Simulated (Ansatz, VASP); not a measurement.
One calculation of AlN, two programs

File INCAR:

```
SYSTEM = AlN
ALGO     = Normal         ! electronic algorithm
EDIFF    = 1E-6           ! SCF threshold, eV
ENCUT    = 520            ! plane-wave cutoff, eV
GGA      = PS             ! functional
ISIF     = 2              ! what is computed and relaxed
ISMEAR   = 0              ! smearing method
LASPH    = .TRUE.         ! aspherical terms in the spheres
LCHARG   = .TRUE.         ! write CHGCAR
LELF     = .TRUE.         ! ELF
LREAL    = .FALSE.        ! projectors in reciprocal space
LVHAR    = .TRUE.       
LWAVE    = .FALSE.        ! write WAVECAR
NBANDS   = 16             ! bands
NELM     = 80             ! most SCF steps
PREC     = Accurate       ! precision mode
SIGMA    = 0.05           ! smearing width, eV
```

Contents of KPOINTS:

```
k-points
0
G
  9 9 6
  0 0 0
```

File POSCAR:

```
AlN
1.0
    3.4006000000      0.0000000000      0.0000000000
   -1.7003000000      2.9450059881      0.0000000000
    0.0000000000      0.0000000000      3.9342000000
Al N
2 2
Direct
    0.3333333333      0.6666666667      0.7500000000
    0.6666666667      0.3333333333      0.2500000000
    0.3333333333      0.6666666667      0.2500000000
    0.6666666667      0.3333333333      0.7500000000
```

Input for Ansatz:

```yaml
crystal:
  lattice:
    - [3.4006, 0.0, 0.0]
    - [-1.7003, 2.9450059881, 0.0]
    - [0.0, 0.0, 3.9342]
  atoms:
    - { symbol: Al, position: [0.3333333333, 0.6666666667, 0.75] }
    - { symbol: Al, position: [0.6666666667, 0.3333333333, 0.25] }
    - { symbol: "N", position: [0.3333333333, 0.6666666667, 0.25] }
    - { symbol: "N", position: [0.6666666667, 0.3333333333, 0.75] }
basis:
  ecutwfc: 520.0
kpoints:
  mp_grid: { grid: [9, 9, 6] }
hamiltonian:
  xc: pbesol
scf:
  occupations: { method: gaussian, width: 0.05 }
output:
  forces: true
  stress: true
  eigenvalues: true
```

Alike in both runs: task single point; functional PBEsol; k mesh 9 × 9 × 6; occupations gaussian, width 0.05 eV; no spin polarisation.

```csv
,VASP,Ansatz
version,VASP 6.6.1,Ansatz 0.2.0
potentials or method,"VASP PAW PBE potentials, release 64 (Al, N), cutoff 520 eV","scalar-relativistic, plane waves, PAW"
valence electrons in the cell,16,16
```

|  | VASP | Ansatz | Ansatz less VASP |
| --- | --- | --- | --- |
| gap on the k mesh at the Fermi level (eV) | 3.51 | 3.50 | -0.010 |
| least direct gap on the mesh (eV) | 3.51 | 3.50 | -0.010 |
| pressure (GPa) | -1.1 | -1.0 | +0.08 |
| traceless stress, the component that is largest in VASP (GPa) | 12.06 | 11.98 | -0.083 |

VASP's potentials were made for PBE, not for PBEsol. The functional is the same, so the differences come from potentials, cutoffs and numerics.
